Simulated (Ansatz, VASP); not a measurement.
## One calculation of TaAs, two programs

```
Ta As
1.0
    -1.73043    1.73043    5.87611
     1.73043   -1.73043    5.87611
     1.73043    1.73043   -5.87611
Ta As
2 2
Direct
  0.50014 0.00014 0.50000
  0.75014 0.75014 0.00000
  0.08246 0.58246 0.50000
  0.33246 0.33246 0.00000
```

Alike in both runs: functional PBE; k mesh 8 × 8 × 8; occupations gaussian, width 0.05 eV; no spin polarisation.

Ansatz relaxed the structure, and its values are those at the end. VASP's run is a single point on that final structure, the one shown.

|  | VASP | Ansatz |
| --- | --- | --- |
| version | VASP 6.6.1 | Ansatz 0.2.0 |
| potentials or method | VASP PAW PBE potentials, release 64 (Ta_pv, As), cutoff 520 eV | scalar-relativistic, plane waves, PAW |
| valence electrons in the cell | 32 | 56 |

|  | VASP | Ansatz | Ansatz less VASP |
| --- | --- | --- | --- |
| gap on the k mesh at the Fermi level (eV) | none | none | - |
| pressure (GPa) | 0.5 | 0.0 | -0.43 |

A gap of «none» marks a metal or a gap that the smearing closes. VASP's potentials hold 32 valence electrons a cell and Ansatz's 56, so a difference there can come from the potentials and not from the codes.

Spin-orbit coupling is off throughout.
